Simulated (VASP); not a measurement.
Pb: relaxation of cell and atoms with LDA

Crystal: Pb.

```
Pb
1.0
     0.00000    2.44059    2.44059
     2.44059    0.00000    2.44059
     2.44059    2.44059    0.00000
Pb
1
Direct
  0.00000 0.00000 0.00000
```

```json
{
 "Program": "VASP 6.6.1",
 "Task": "relaxation of cell and atoms",
 "Functional": "LDA",
 "Potentials or basis": "VASP PAW LDA potentials, release 64 (Pb_d)",
 "Cutoff": "600 eV",
 "k mesh": "20 × 20 × 20",
 "Occupations": "fermi-dirac, width 0.08 eV",
 "Spin": "no spin polarisation",
 "Target pressure": "15 GPa",
 "Dipole correction": "no",
 "Further INCAR settings": "ALGO = Normal; EDIFF = 1e-06; IBRION = 2; EDIFFG = -0.002; NSW = 100; ISIF = 3"
}
```

```
Relaxed volume                                             : 24.26 Å³/atom
Relaxed cell                                               : a = 3.249 Å, b = 3.249 Å, c = 3.249 Å, α = 60.00°, β = 60.00°, γ = 60.00°
Space group after relaxing (to 0.1 Å)                      : Fm-3m (No. 225)
Energy change on relaxing (the run minimises the enthalpy) : +190.9 meV/atom
Ionic steps                                                : 12
Pressure after relaxing                                    : 15.0 GPa
Band gap on the k mesh                                     : zero (bands 7 and 8 overlap by 11.29 eV)
```

The path:
| step | energy change (eV) | largest force (eV/Å) | pressure (GPa) | volume (Å³) |
| --- | --- | --- | --- | --- |
| 1 | 0.0000 | 0.0000 | 0.11 | 29.07 |
| 2 | 1.2769 | 0.0000 | 61.74 | 19.12 |
| 3 | 0.1683 | 0.0000 | 13.78 | 24.51 |
| 4 | 0.1850 | 0.0000 | 14.67 | 24.32 |
| 5 | 0.1933 | 0.0000 | 15.10 | 24.23 |
| 6 | 0.1888 | 0.0000 | 14.96 | 24.28 |
| 7 | 0.1901 | 0.0000 | 14.91 | 24.27 |
| 8 | 0.1917 | 0.0000 | 14.98 | 24.25 |
| 9 | 0.1920 | 0.0000 | 15.03 | 24.25 |
| 10 | 0.1918 | 0.0000 | 15.02 | 24.25 |
| 11 | 0.1917 | 0.0000 | 15.05 | 24.25 |
| 12 | 0.1909 | 0.0000 | 15.00 | 24.26 |

Final structure:
```
Pb
1.0
     0.00000    2.29759    2.29759
     2.29759    0.00000    2.29759
     2.29759    2.29759    0.00000
Pb
1
Direct
  0.00000 0.00000 0.00000
```

Levels at points of the mesh, in eV from the Fermi level:
```csv
k point,band 3,band 4,band 5,band 6,band 7,band 8,band 9,band 10,band 11
"(0.00, 0.00, 0.00)",-17.41,-17.14,-17.14,-13.64,9.07,9.07,9.07,9.71,14.18
"(0.50, 0.00, 0.00)",-17.39,-16.88,-16.88,-8.50,-5.56,6.70,6.70,9.20,11.70
"(0.50, 0.50, 0.00)",-16.90,-16.82,-16.82,-6.50,-4.39,2.11,2.11,6.15,7.44
```

Run time: 3.1 min on 1 thread of Intel(R) Xeon(R) 6975P-C (Granite Rapids), on a shared host, peak memory 0.24 GiB.

Caveat: the cell is relaxed towards a set pressure, so the run minimises the enthalpy, not the energy; the volume moved by over 15 % at a fixed basis, so the end points are rough; spin-orbit coupling is left out, which moves the levels of the heavy elements. LDA usually gives volumes a few per cent too small.
